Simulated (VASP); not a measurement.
Here is a VASP 6.6.1 calculation.

File POSCAR:

```
BN
1.0
    3.6096275117      0.0000000000      0.0000000000
    0.0000000000     -3.6096275117      0.0000000000
    0.0000000000      0.0000000000     -3.6096275117
B N
4 4
Direct
    0.0000000000      0.0000000000      0.0000000000
    0.5000000000      0.5000000000      0.0000000000
    0.5000000000      0.0000000000      0.5000000000
    0.0000000000      0.5000000000      0.5000000000
    0.7500000000      0.7326851940      0.7500000000
    0.2500000000      0.2500000000      0.7500000000
    0.2500000000      0.7500000000      0.2500000000
    0.7500000000      0.2500000000      0.2500000000
```

Contents of INCAR.step1:

```
PREC = Accurate
ENCUT = 520
ISMEAR = 0
SIGMA = 0.05
LREAL = F
LASPH = T
NELM = 80
NBANDS = 26
GGA = PE
ALGO = Normal
EDIFF = 1E-4
LWAVE = T
LCHARG = F
```

File INCAR.step2:

```
PREC = Accurate
ENCUT = 520
EDIFF = 1E-6
ISMEAR = 0
SIGMA = 0.05
LREAL = F
LASPH = T
NELM = 80
ALGO = Normal
ISIF = 2
LWAVE = F
LCHARG = F
METAGGA = R2SCAN
LMIXTAU = T
NBANDS = 26
ISTART = 1
```

Contents of KPOINTS:

```
regular mesh
0
Gamma
  6 6 6
```

Potentials or basis: VASP PAW PBE potentials, release 64 (B, N).

The run is started by

```sh
$ cat potpaw_PBE.64/B/POTCAR potpaw_PBE.64/N/POTCAR > POTCAR
$ cp INCAR.step1 INCAR
$ mpirun -np 1 vasp_std > vasp.out
$ cp INCAR.step2 INCAR
$ mpirun -np 1 vasp_std > vasp.out
```

Question: Predict the pressure.

Answer: 1.5 GPa.

Question: Estimate the largest force.

Answer: 2.299 eV/Å.

Question: What does it give for the band gap on the k mesh?

Answer: 4.82 eV.

Stress tensor (GPa, compression positive):
```
1.63 0.00 0.24
0.00 1.28 0.00
0.24 0.00 1.63
```

Caveat: the cell differs from its parent crystal (atom 5 (N) moved +0.062 Å along Cartesian [0 1 0]); the PAW data sets were made with another functional, which shifts forces and pressure a little. A k mesh can miss the band edges.
